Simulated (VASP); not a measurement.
Here is a VASP 6.6.1 calculation.

The input POSCAR:

```
InAs
1.0
    0.0000000000      3.0545904655      3.0545904655
    3.0545904655      0.0000000000      3.0545904655
    3.0545904655      3.0545904655      0.0000000000
In As
1 1
Direct
    0.0000000000      0.0000000000      0.0000000000
    0.2500000000      0.2500000000      0.2500000000
```

File INCAR.step1:

```
  PREC = Accurate
  ENCUT = 520
  EDIFF = 1E-5
  ISMEAR = -1
  SIGMA = 0.02
  LREAL = False
  LASPH = True
  NELM = 80
  ALGO = Normal
  ISIF = 2
  LWAVE = True
  NBANDS = 16
  GGA = PE
```

INCAR.step2

```
  PREC = Accurate
  ENCUT = 520
  EDIFF = 1E-7
  ISMEAR = -1
  SIGMA = 0.02
  LREAL = False
  LASPH = True
  NELM = 80
  ALGO = Normal
  ISIF = 2
  LWAVE = False
  LCHARG = True
  GGA = PE
  LHFCALC = True
  AEXX = 0.2
  HFSCREEN = 0.1
  PRECFOCK = Normal
  LELF = True
  LVHAR = True
  NBANDS = 16
  ISTART = 1
```

The input KPOINTS:

```
Automatic mesh
0
Gamma
  4 4 4
```

Potentials or basis: VASP PAW PBE potentials, release 64 (In_d, As).

Command:

```bash
$ cat potpaw_PBE.64/In_d/POTCAR potpaw_PBE.64/As/POTCAR > POTCAR
$ cp INCAR.step1 INCAR
$ mpirun -np 1 vasp_std > vasp.out
$ cp INCAR.step2 INCAR
$ mpirun -np 1 vasp_std > vasp.out
```

Task: What does it give for the band gap on the k mesh?

Result: 0.47 eV.

Task: Predict the pressure.

Result: 0.1 GPa.

Caveat: the k points lie up to 0.45 Å⁻¹ apart; the PAW data sets were made with another functional, which shifts forces and pressure a little; spin-orbit coupling is left out, which moves the levels of the heavy elements.
